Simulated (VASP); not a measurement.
# CsSnI3 (Pm-3m) in VASP: further runs

Aim: see how the results for CsSnI3 move with the level of theory and the settings. Levels: PBEsol+D4, PBE, BLYP+D4, RPBE+D3(BJ). Tasks: single point, relaxation of cell and atoms.

Program: VASP 6.6.1. These are calculated values, not measurements. Logs are shortened: lines on timing, memory, paths and dates and some standing lists are left out, and cuts for length are marked.

### Step 1. The cell of the first run

Symmetry: Pm-3m, No. 221, cubic system. Conventional cell: a = 6.327 Å, b = 6.327 Å, c = 6.327 Å, α = 90.00°, β = 90.00°, γ = 90.00°. Cs (site symmetry m-3m) has 12 I at 4.47 Å and 8 Sn at 5.48 Å within 5.9 Å. Within 4.2 Å of I (site symmetry 4/mmm) lie 2 Sn at 3.16 Å. Sn (site symmetry m-3m) has 6 I at 3.16 Å within 4.2 Å.

### Step 2. Single point, PBEsol+D4

INCAR reads:

```
SYSTEM = CsSnI3
PREC = Accurate
ENCUT = 520
EDIFF = 1E-6
ISMEAR = -1
SIGMA = 0.05
LREAL = .False.
LASPH = .True.
NELM = 60
ALGO = Normal
ISIF = 2
LWAVE = .False.
LCHARG = .True.
GGA = PS
IVDW = 13
LELF = .True.
LVHAR = .True.
NBANDS = 30
```

KPOINTS reads:

```
Automatic mesh
0
Gamma
  5 5 5
  0 0 0
```

POSCAR reads:

```
CsSnI3
1.0
    6.3274112921      0.0000000000      0.0000000000
    0.0000000000      6.3274112921      0.0000000000
    0.0000000000      0.0000000000      6.3274112921
Cs I Sn
1 3 1
Direct
    0.0000000000      0.0000000000      0.0000000000
    0.5000000000      0.5000000000      0.0000000000
    0.5000000000      0.0000000000      0.5000000000
    0.0000000000      0.5000000000      0.5000000000
    0.5000000000      0.5000000000      0.5000000000
```

Potentials or basis: VASP PAW PBE potentials, release 64 (Cs_sv, I, Sn_d).

Started as:

```sh
cat potpaw_PBE.64/Cs_sv/POTCAR potpaw_PBE.64/I/POTCAR potpaw_PBE.64/Sn_d/POTCAR > POTCAR
mpirun -np 1 vasp_std > vasp.out
```

OUTCAR:

```text
SYSTEM = CsSnI3
   PREC = Accurate
   ENCUT = 520
   EDIFF = 1E-6
   ISMEAR = -1
   LREAL = .False.
   LASPH = .True.
   NELM = 60
   ISIF = 2
   GGA = PS
   IVDW = 13

 ion  position               nearest neighbor table
   1  0.000  0.000  0.000-
   2  0.500  0.500  0.000-   5 3.16   5 3.16
   3  0.500  0.000  0.500-   5 3.16   5 3.16
   4  0.000  0.500  0.500-   5 3.16   5 3.16
   5  0.500  0.500  0.500-   2 3.16   3 3.16   4 3.16   2 3.16   3 3.16   4 3.16

  LATTYP: Found a simple cubic cell.
 ALAT       =     6.3274112921

  Lattice vectors:

 A1 = (   6.3274112921,   0.0000000000,   0.0000000000)
 A2 = (   0.0000000000,   6.3274112921,   0.0000000000)
 A3 = (   0.0000000000,   0.0000000000,   6.3274112921)

Analysis of symmetry for initial positions (statically):
=====================================================================
 Subroutine PRICEL returns:
 Original cell was already a primitive cell.

 Routine SETGRP: Setting up the symmetry group for a
 simple cubic supercell.

 Subroutine GETGRP returns: Found 48 space group operations
 (whereof 48 operations were pure point group operations)
 out of a pool of 48 trial point group operations.

The static configuration has the point symmetry O_h .

Analysis of symmetry for dynamics (positions and initial velocities):
=====================================================================
 Subroutine PRICEL returns:
 Original cell was already a primitive cell.

 Routine SETGRP: Setting up the symmetry group for a
 simple cubic supercell.

 Subroutine GETGRP returns: Found 48 space group operations
 (whereof 48 operations were pure point group operations)
 out of a pool of 48 trial point group operations.

The dynamic configuration has the point symmetry O_h .

 Subroutine INISYM returns: Found 48 space group operations
 (whereof 48 operations are pure point group operations),
 and found     1 'primitive' translations

----------------------------------------------------------------------------------------

                                     Primitive cell

  volume of cell :     253.3251

  direct lattice vectors                    reciprocal lattice vectors
     6.327411292  0.000000000  0.000000000     0.158042516  0.000000000  0.000000000
     0.000000000  6.327411292  0.000000000     0.000000000  0.158042516  0.000000000
     0.000000000  0.000000000  6.327411292     0.000000000  0.000000000  0.158042516

  length of vectors
     6.327411292  6.327411292  6.327411292     0.158042516  0.158042516  0.158042516

  position of ions in fractional coordinates (direct lattice)
     0.000000000  0.000000000  0.000000000
     0.500000000  0.500000000  0.000000000
     0.500000000  0.000000000  0.500000000
     0.000000000  0.500000000  0.500000000
     0.500000000  0.500000000  0.500000000

  ion indices of the primitive-cell ions
   primitive index   ion index
                 1           1
                 2           2
                 3           3
                 4           4
                 5           5

----------------------------------------------------------------------------------------

 KPOINTS: Automatic mesh

Automatic generation of k-mesh.
 Grid dimensions read from file:
 generate k-points for:    5    5    5

 Generating k-lattice:

  Cartesian coordinates                     Fractional coordinates (reciprocal lattice)
     0.031608503  0.000000000  0.000000000     0.200000000  0.000000000  0.000000000
     0.000000000  0.031608503  0.000000000     0.000000000  0.200000000  0.000000000
     0.000000000  0.000000000  0.031608503     0.000000000  0.000000000  0.200000000

  Length of vectors
     0.031608503  0.031608503  0.031608503

  Shift w.r.t. Gamma in fractional coordinates (k-lattice)
     0.000000000  0.000000000  0.000000000

 Subroutine IBZKPT returns following result:
 ===========================================

 Found     10 irreducible k-points:

 Following reciprocal coordinates:
            Coordinates               Weight
  0.000000  0.000000  0.000000      1.000000
  0.200000  0.000000  0.000000      6.000000
  0.400000  0.000000  0.000000      6.000000
  0.200000  0.200000  0.000000     12.000000
  0.400000  0.200000  0.000000     24.000000
  0.400000  0.400000  0.000000     12.000000
  0.200000  0.200000  0.200000      8.000000
  0.400000  0.200000  0.200000     24.000000
  0.400000  0.400000  0.200000     24.000000
  0.400000  0.400000  0.400000      8.000000
   k-points           NKPTS =     10   k-points in BZ     NKDIM =     10   number of bands    NBANDS=     30
   number of dos      NEDOS =    301   number of ions     NIONS =      5
   total plane-waves  NPLWV = 110592
   dimension x,y,z NGX =    48 NGY =   48 NGZ =   48
   dimension x,y,z NGXF=    96 NGYF=   96 NGZF=   96
   ions per type =               1   3   1
   NGX,Y,Z   is equivalent  to a cutoff of  12.61, 12.61, 12.61 a.u.
   NGXF,Y,Z  is equivalent  to a cutoff of  25.22, 25.22, 25.22 a.u.
[... 67 lines left out ...]
      1     -19.9656      2.00000
      2     -19.7232      2.00000
      3     -19.7232      2.00000
      4     -19.7084      2.00000
      5     -19.7084      2.00000
      6     -19.7084      2.00000
[... 22 lines left out ...]
     29       6.6462      0.00000
     30       6.6462      0.00000

 k-point     2 :       0.2000    0.0000    0.0000
  band No.  band energies     occupation
      1     -19.9655      2.00000
      2     -19.7232      2.00000
      3     -19.7228      2.00000
      4     -19.7085      2.00000
      5     -19.7085      2.00000
      6     -19.7084      2.00000
[... 22 lines left out ...]
     29       6.0855      0.00000
     30       6.6350      0.00000

 k-point     3 :       0.4000    0.0000    0.0000
  band No.  band energies     occupation
      1     -19.9653      2.00000
      2     -19.7232      2.00000
      3     -19.7222      2.00000
      4     -19.7085      2.00000
      5     -19.7085      2.00000
      6     -19.7085      2.00000
[... 22 lines left out ...]
     29       6.4209      0.00000
     30       6.9334      0.00000

 k-point     4 :       0.2000    0.2000    0.0000
  band No.  band energies     occupation
      1     -19.9654      2.00000
      2     -19.7230      2.00000
      3     -19.7226      2.00000
      4     -19.7085      2.00000
      5     -19.7085      2.00000
      6     -19.7085      2.00000
[... 22 lines left out ...]
     29       6.2851      0.00000
     30       6.6421      0.00000

 k-point     5 :       0.4000    0.2000    0.0000
  band No.  band energies     occupation
      1     -19.9652      2.00000
      2     -19.7229      2.00000
      3     -19.7220      2.00000
      4     -19.7086      2.00000
      5     -19.7085      2.00000
      6     -19.7085      2.00000
[... 22 lines left out ...]
     29       6.6536      0.00000
     30       7.0488      0.00000

 k-point     6 :       0.4000    0.4000    0.0000
  band No.  band energies     occupation
      1     -19.9651      2.00000
      2     -19.7227      2.00000
      3     -19.7217      2.00000
      4     -19.7086      2.00000
      5     -19.7085      2.00000
      6     -19.7085      2.00000
[... 22 lines left out ...]
     29       7.0264      0.00000
     30       7.1643      0.00000

 k-point     7 :       0.2000    0.2000    0.2000
  band No.  band energies     occupation
      1     -19.9653      2.00000
      2     -19.7226      2.00000
      3     -19.7226      2.00000
      4     -19.7085      2.00000
      5     -19.7085      2.00000
      6     -19.7085      2.00000
[... 22 lines left out ...]
     29       6.6896      0.00000
     30       6.7866      0.00000

 k-point     8 :       0.4000    0.2000    0.2000
  band No.  band energies     occupation
      1     -19.9651      2.00000
      2     -19.7226      2.00000
      3     -19.7220      2.00000
      4     -19.7086      2.00000
      5     -19.7086      2.00000
      6     -19.7085      2.00000
[... 22 lines left out ...]
     29       6.9358      0.00000
     30       7.1839      0.00000

 k-point     9 :       0.4000    0.4000    0.2000
  band No.  band energies     occupation
      1     -19.9650      2.00000
      2     -19.7223      2.00000
      3     -19.7217      2.00000
      4     -19.7086      2.00000
      5     -19.7086      2.00000
      6     -19.7086      2.00000
[... 22 lines left out ...]
     29       6.7148      0.00000
     30       7.1642      0.00000

 k-point    10 :       0.4000    0.4000    0.4000
  band No.  band energies     occupation
      1     -19.9649      2.00000
      2     -19.7217      2.00000
      3     -19.7217      2.00000
      4     -19.7086      2.00000
      5     -19.7086      2.00000
      6     -19.7086      2.00000
[... 22 lines left out ...]
     29       6.4389      0.00000
     30       7.4352      0.00000

------------------------ aborting loop because EDIFF is reached ----------------------------------------

  DFT-D4 for vdW energy calculation

  Edisp (eV):   -0.70054

  FORCE on cell =-STRESS in cart. coord.  units (eV):
  Direction    XX          YY          ZZ          XY          YZ          ZX
  --------------------------------------------------------------------------------------
  -------------------------------------------------------------------------------------
  Total      -2.96949    -2.96949    -2.96949    -0.00000    -0.00000     0.00000
  in kB     -18.78078   -18.78078   -18.78078    -0.00000    -0.00000     0.00000
  external pressure =      -18.78 kB  Pullay stress =        0.00 kB

 VOLUME and BASIS-vectors are now :
 -----------------------------------------------------------------------------
  energy-cutoff  :      520.00
  volume of cell :      253.33
      direct lattice vectors                 reciprocal lattice vectors
     6.327411292  0.000000000  0.000000000     0.158042516  0.000000000  0.000000000
     0.000000000  6.327411292  0.000000000     0.000000000  0.158042516  0.000000000
     0.000000000  0.000000000  6.327411292     0.000000000  0.000000000  0.158042516

 POSITION                                       TOTAL-FORCE (eV/Angst)
 -----------------------------------------------------------------------------------
      0.00000      0.00000      0.00000         0.000000      0.000000      0.000000
      3.16371      3.16371      0.00000         0.000000      0.000000      0.000000
      3.16371      0.00000      3.16371         0.000000      0.000000      0.000000
      0.00000      3.16371      3.16371         0.000000      0.000000      0.000000
      3.16371      3.16371      3.16371         0.000000      0.000000      0.000000
 -----------------------------------------------------------------------------------
    total drift:                                0.000000     -0.000000     -0.000000

  FREE ENERGIE OF THE ION-ELECTRON SYSTEM (eV)
  ---------------------------------------------------
  free  energy   TOTEN  =       -15.7107116286 eV

  energy  without entropy=      -15.7107116219  energy(sigma->0) =      -15.71071163
```

It took 1.9 min on 1 thread of Intel Xeon 8259CL, shared host; peak memory 0.36 GiB.

Results:

```yaml
Free_energy: -15.7107 eV
Pressure: -1.9 GPa
Band_gap_on_the_k_mesh: 1.78 eV
Dispersion_energy_per_atom: -0.140 eV
```

Levels at points of the mesh, in eV from the valence-band top:
| k point | band 19 | band 20 | band 21 | band 22 | band 23 | band 24 | band 25 | band 26 |
| --- | --- | --- | --- | --- | --- | --- | --- | --- |
| (0.00, 0.00, 0.00) | -1.18 | -1.05 | -1.05 | -1.05 | 3.13 | 4.20 | 4.20 | 4.53 |

Caveat: the PAW data sets were made with another functional, which shifts forces and pressure a little; spin-orbit coupling is left out, which moves the levels of the heavy elements; an odd mesh through Γ misses points on the zone boundary, where band edges can lie.

### Step 3. Single point, PBE

This run uses another cell than the first one, of 47.80 Å³/atom.

INCAR reads:

```
PREC = Accurate
ENCUT = 520
EDIFF = 1E-7
ISMEAR = -1
SIGMA = 0.05
LREAL = False
LASPH = True
NELM = 100
ALGO = Normal
ISIF = 2
LWAVE = False
LCHARG = False
GGA = PE
NBANDS = 30
```

KPOINTS reads:

```
Automatic mesh
0
Gamma
  6 6 6
```

Changes to POSCAR since step 2:

```diff
@@ -2,5 +2,5 @@
 1.0
-    6.3274112921      0.0000000000      0.0000000000
-    0.0000000000      6.3274112921      0.0000000000
-    0.0000000000      0.0000000000      6.3274112921
+    6.2057000000      0.0000000000      0.0000000000
+    0.0000000000      6.2057000000      0.0000000000
+    0.0000000000      0.0000000000      6.2057000000
 Cs I Sn
```

Potentials or basis: VASP PAW PBE potentials, release 64 (Cs_sv, I, Sn_d).

Started as:

```sh
cat potpaw_PBE.64/Cs_sv/POTCAR potpaw_PBE.64/I/POTCAR potpaw_PBE.64/Sn_d/POTCAR > POTCAR
mpirun -np 1 vasp_std > vasp.out
```

Run time: 4.3 min. Hardware: 1 thread of Intel Xeon 8259CL, shared host; peak memory 0.41 GiB.

It converged, with:

```yaml
Free_energy: -14.0112 eV
Pressure: 0.6 GPa
Band_gap_on_the_k_mesh: 0.31 eV
```

Levels at points of the mesh, in eV from the valence-band top:
```
           k point  band 20  band 21  band 22  band 23  band 24  band 25
(0.00, 0.00, 0.00)    -2.21    -2.21    -2.21     2.15     3.08     3.08
(0.50, 0.00, 0.00)    -2.33    -2.33    -1.59     1.08     3.70     3.89
(0.50, 0.50, 0.00)    -2.56    -1.79    -0.79     0.76     0.76     3.96
(0.50, 0.50, 0.50)    -1.77    -1.77     0.00     0.31     0.31     0.31
```

Caveat: spin-orbit coupling is left out, which moves the levels of the heavy elements.

### Step 4. Relaxation of cell and atoms, BLYP+D4

This run uses another cell than the first one, of 47.80 Å³/atom.

INCAR reads:

```
AGGAC = 1.0
AGGAX = 1.0
ALDAC = 0.0
ALDAX = 1.0
ALGO = Normal
EDIFF = 1E-6
EDIFFG = -0.01
ENCUT = 600
GGA = B5
IBRION = 2
ISIF = 3
ISMEAR = -1
IVDW = 13
LASPH = True
LCHARG = False
LREAL = False
LWAVE = False
NELM = 100
NSW = 60
PREC = Accurate
SIGMA = 0.05
VDW_A1 = 0.44488865
VDW_A2 = 4.0933009
VDW_S6 = 1.0
VDW_S8 = 2.34076671
```

KPOINTS reads:

```
k-points
0
Gamma
  5 5 5
```

POSCAR is that of step 3.

Started as:

```sh
cat potpaw_PBE.64/Cs_sv/POTCAR potpaw_PBE.64/I/POTCAR potpaw_PBE.64/Sn_d/POTCAR > POTCAR
mpirun -np 1 vasp_std > vasp.out
```

Wall time 7 min (1 thread of Intel Xeon 8259CL, shared host); peak memory 0.42 GiB.

It converged, with:

* Free energy: -14.5721 eV
* Relaxed volume: 48.90 Å³/atom
* Relaxed cell: a = 6.253 Å, b = 6.253 Å, c = 6.253 Å, α = 90.00°, β = 90.00°, γ = 90.00°
* Space group after relaxing (to 0.1 Å): Pm-3m (No. 221)
* Energy gained by relaxing: 1.6 meV/atom
* Ionic steps: 3
* Pressure after relaxing: 0.0 GPa
* Band gap on the k mesh: 1.83 eV
* Dispersion energy per atom: -0.474 eV

The path:
```
step  energy change (eV)  largest force (eV/Å)  pressure (GPa)  volume (Å³)
   1              0.0000                0.0000            0.42       238.99
   2             -0.0073                0.0000            0.10       243.34
   3             -0.0078                0.0000            0.02       244.52
```

Final structure:
```yaml
crystal:
  lattice:
    - [6.25323, 0.00000, 0.00000]
    - [0.00000, 6.25323, 0.00000]
    - [0.00000, 0.00000, 6.25323]
  atoms:
    - { symbol: Cs, position: [0.00000, 0.00000, 0.00000] }
    - { symbol: I, position: [0.50000, 0.50000, 0.00000] }
    - { symbol: I, position: [0.50000, 0.00000, 0.50000] }
    - { symbol: I, position: [0.00000, 0.50000, 0.50000] }
    - { symbol: Sn, position: [0.50000, 0.50000, 0.50000] }
```

Levels at points of the mesh, in eV from the valence-band top:
```csv
k point,band 18,band 19,band 20,band 21,band 22,band 23,band 24,band 25,band 26
"(0.00, 0.00, 0.00)",-1.32,-1.32,-1.17,-1.17,-1.17,3.17,4.13,4.13,4.53
```

Caveat: the PAW data sets were made with another functional, which shifts forces and pressure a little; spin-orbit coupling is left out, which moves the levels of the heavy elements; an odd mesh through Γ misses points on the zone boundary, where band edges can lie. Zero-point motion and thermal expansion aren't in these numbers.

### Step 5. Relaxation of cell and atoms, RPBE+D3(BJ)

This run uses another cell than the first one, of 47.80 Å³/atom.

INCAR reads:

```
  ALGO = Normal
  EDIFF = 1E-7
  EDIFFG = -0.01
  ENCUT = 600
  GGA = RP
  IBRION = 2
  ISIF = 3
  ISMEAR = -1
  IVDW = 12
  LASPH = True
  LCHARG = False
  LREAL = False
  LWAVE = False
  NELM = 80
  NSW = 60
  PREC = Accurate
  SIGMA = 0.05
```

KPOINTS is that of step 4.

POSCAR is that of step 4.

Started as:

```sh
cat potpaw_PBE.64/Cs_sv/POTCAR potpaw_PBE.64/I/POTCAR potpaw_PBE.64/Sn_d/POTCAR > POTCAR
mpirun -np 1 vasp_std > vasp.out
```

Wall time 4.4 min (1 thread of Intel Xeon Platinum 8488C (Sapphire Rapids), shared host); peak memory 0.43 GiB.

Results (log left out):

```
Free energy                           : -18.9461 eV
Relaxed volume                        : 36.68 Å³/atom
Relaxed cell                          : a = 5.681 Å, b = 5.681 Å, c = 5.681 Å, α = 90.00°, β = 90.00°, γ = 90.00°
Space group after relaxing (to 0.1 Å) : Pm-3m (No. 221)
Energy gained by relaxing             : 190.3 meV/atom
Ionic steps                           : 4
Pressure after relaxing               : 0.0 GPa
Band gap on the k mesh                : 1.55 eV
Dispersion energy per atom            : -1.573 eV
```

The path:
| step | energy change (eV) | largest force (eV/Å) | pressure (GPa) | volume (Å³) |
| --- | --- | --- | --- | --- |
| 1 | 0.0000 | 0.0000 | -4.26 | 238.99 |
| 2 | -0.8620 | 0.0000 | -1.89 | 197.67 |
| 3 | -0.9508 | 0.0000 | -0.20 | 184.76 |
| 4 | -0.9516 | 0.0000 | 0.02 | 183.39 |

Final structure:
```
Cs I Sn
1.0
     5.68141    0.00000    0.00000
     0.00000    5.68141    0.00000
     0.00000    0.00000    5.68141
Cs I Sn
1 3 1
Direct
  0.00000 0.00000 0.00000
  0.50000 0.50000 0.00000
  0.50000 0.00000 0.50000
  0.00000 0.50000 0.50000
  0.50000 0.50000 0.50000
```

Levels at points of the mesh, in eV from the valence-band top:
```csv
k point,band 20,band 21,band 22,band 23,band 24,band 25
"(0.00, 0.00, 0.00)",-2.22,-2.22,-2.22,2.88,2.98,2.98
```

Caveat: the volume moved by over 15 % at a fixed basis, so the end points are rough; the PAW data sets were made with another functional, which shifts forces and pressure a little; spin-orbit coupling is left out, which moves the levels of the heavy elements; an odd mesh through Γ misses points on the zone boundary, where band edges can lie.

### Step 6. Summary

| task | level | cell | k mesh | cutoff (eV) | gap on the mesh (eV) | pressure (GPa) | relaxed volume (Å³/atom) |
| --- | --- | --- | --- | --- | --- | --- | --- |
| single point | PBEsol+D4 | a = 6.327 Å, 5 atoms | 5 × 5 × 5 | 520 | 1.78 | -1.9 | - |
| single point | PBE | a = 6.206 Å, 5 atoms | 6 × 6 × 6 | 520 | 0.31 | 0.6 | - |
| relaxation of cell and atoms | BLYP+D4 | relaxed from a = 6.206 Å, 5 atoms | 5 × 5 × 5 | 600 | 1.83 | 0.0 | 48.90 |
| relaxation of cell and atoms | RPBE+D3(BJ) | relaxed from a = 6.206 Å, 5 atoms | 5 × 5 × 5 | 600 | 1.55 | 0.0 | 36.68 |

Alike in all rows: potentials or basis VASP PAW PBE potentials, release 64 (Cs_sv, I, Sn_d); no spin polarisation; smearing fermi-dirac 0.05 eV.

Caveats: spin-orbit coupling is left out, which moves the levels of the heavy elements; the PAW data sets were made with another functional, which shifts forces and pressure a little (at least some runs); an odd mesh through Γ misses points on the zone boundary, where band edges can lie (at least some runs); the volume moved by over 15 % at a fixed basis, so the end points are rough (at least some runs).

Absolute energies hang on the potentials; compare differences alone.
